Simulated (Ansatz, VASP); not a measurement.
**Two plane-wave programs on Ge4N3**

The input INCAR:

```
SYSTEM = Ge4N3
  PREC = Accurate
  ENCUT = 600
  EDIFF = 1E-6
  ISMEAR = 0
  SIGMA = 0.1
  LREAL = .FALSE.
  LASPH = .TRUE.
  NELM = 100
  ALGO = Normal
  ISIF = 3
  LWAVE = .FALSE.
  LCHARG = .FALSE.
  GGA = PE
  IBRION = 2
  NSW = 100
  EDIFFG = -0.01
```

Contents of KPOINTS:

```
regular mesh
0
G
  8 8 8
  0 0 0
```

POSCAR

```
Ge4N3
1.0
    4.5294727680      0.0000000000      0.0000000000
    0.0000000000      4.5294727680      0.0000000000
    0.0000000000      0.0000000000      4.5294727680
Ge N
4 3
Direct
    0.7214644738      0.2785355262      0.2785355262
    0.2785355262      0.7214644738      0.2785355262
    0.2785355262      0.2785355262      0.7214644738
    0.7214644738      0.7214644738      0.7214644738
    0.0000000000      0.0000000000      0.5000000000
    0.5000000000      0.0000000000      0.0000000000
    0.0000000000      0.5000000000      0.0000000000
```

Input for Ansatz:

```yaml
crystal:
  lattice:
    - [4.529472768, 0.0, 0.0]
    - [0.0, 4.529472768, 0.0]
    - [0.0, 0.0, 4.529472768]
  atoms:
    - { symbol: Ge, position: [0.7214644738, 0.2785355262, 0.2785355262] }
    - { symbol: Ge, position: [0.2785355262, 0.7214644738, 0.2785355262] }
    - { symbol: Ge, position: [0.2785355262, 0.2785355262, 0.7214644738] }
    - { symbol: Ge, position: [0.7214644738, 0.7214644738, 0.7214644738] }
    - { symbol: "N", position: [0.0, 0.0, 0.5] }
    - { symbol: "N", position: [0.5, 0.0, 0.0] }
    - { symbol: "N", position: [0.0, 0.5, 0.0] }
basis:
  ecutwfc: 420
kpoints:
  mp_grid: { grid: [8, 8, 8] }
hamiltonian:
  xc: pbe
scf:
  occupations: { method: gaussian, width: 0.1 }
output:
  forces: true
  stress: true
  eigenvalues: true
relax:
  adjacent_minimum: "off"
  f_tol: 0.01
  max_steps: 80
  cell: { stress_tol: 0.05 }
```

Change from the starting cell: species swapped into the Si3As4 type (P-43m, No. 215).

Alike in both runs: task relaxation of cell and atoms; functional PBE; k mesh 8 × 8 × 8; occupations gaussian, width 0.1 eV; no spin polarisation.

|  | VASP | Ansatz |
| --- | --- | --- |
| version | VASP 6.6.1 | Ansatz 0.2.0 |
| potentials or method | VASP PAW PBE potentials, release 64 (Ge_d, N), cutoff 600 eV | scalar-relativistic, plane waves, PAW |
| valence electrons in the cell | 71 | 71 |

Ansatz gave:

```
gap on the k mesh at the Fermi level, each at its own relaxed structure (eV) : none
relaxed volume (Å³/atom)                                                     : 13.32
relaxed cell length with the largest relative difference (Å)                 : 4.534
```

Q: Which values does VASP return?

A: gap on the k mesh at the Fermi level, each at its own relaxed structure (eV): none; relaxed volume (Å³/atom): 13.30; relaxed cell length with the largest relative difference (Å): 4.532.

A gap of «none» marks a metal or a gap that the smearing closes.
